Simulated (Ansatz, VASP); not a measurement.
## One calculation of TiOsC4N4, two programs

```
Ti Os C N
1.0
     7.44161    0.00000    0.00000
     0.00000    7.44161    0.00000
     0.00000    0.00000    2.90602
Ti Os C N
1 1 4 4
Direct
  0.00000 0.00000 0.00000
  0.50000 0.50000 0.00000
  0.20259 0.79741 0.00000
  0.79741 0.20259 0.00000
  0.20259 0.20259 0.00000
  0.79741 0.79741 0.00000
  0.31464 0.68536 0.00000
  0.68536 0.31464 0.00000
  0.31464 0.31464 0.00000
  0.68536 0.68536 0.00000
```

Alike in both runs: functional PBE; k mesh 4 × 4 × 4; occupations gaussian, width 0.1 eV; collinear spin.

Ansatz relaxed the structure, and its values are those at the end. VASP's run is a single point on that final structure, the one shown.

|  | VASP | Ansatz |
| --- | --- | --- |
| version | VASP 6.6.1 | Ansatz 0.2.0 |
| potentials or method | VASP PAW PBE potentials, release 64 (Ti_sv, Os, C, N), cutoff 520 eV | scalar-relativistic, plane waves, PAW |
| valence electrons in the cell | 56 | 64 |

Ansatz gave:

- gap on the k mesh at the Fermi level (eV): none
- pressure (GPa): -0.1
- rms of the force components (eV/Å): 0.004
- net moment per atom (μB): 0.03
- size of the moment on the site where the two differ most (μB): 0.14

**Question.** Which values does VASP return?

**Answer.** gap on the k mesh at the Fermi level (eV): none; pressure (GPa): 0.7; rms of the force components (eV/Å): 0.118; net moment per atom (μB): 0.03; size of the moment on the site where the two differ most (μB): 0.19.

Site moments also hang on the region over which each program counts them. A gap of «none» marks a metal or a gap that the smearing closes. VASP's potentials hold 56 valence electrons a cell and Ansatz's 64, so a difference there can come from the potentials and not from the codes. Ansatz's warnings: seeded moment not kept.

The k mesh is coarse, so the values compare programs but aren't converged. Spin-orbit coupling is off throughout. Noted on VASP's run: the standard files for N, O and F lose accuracy on very short bonds.
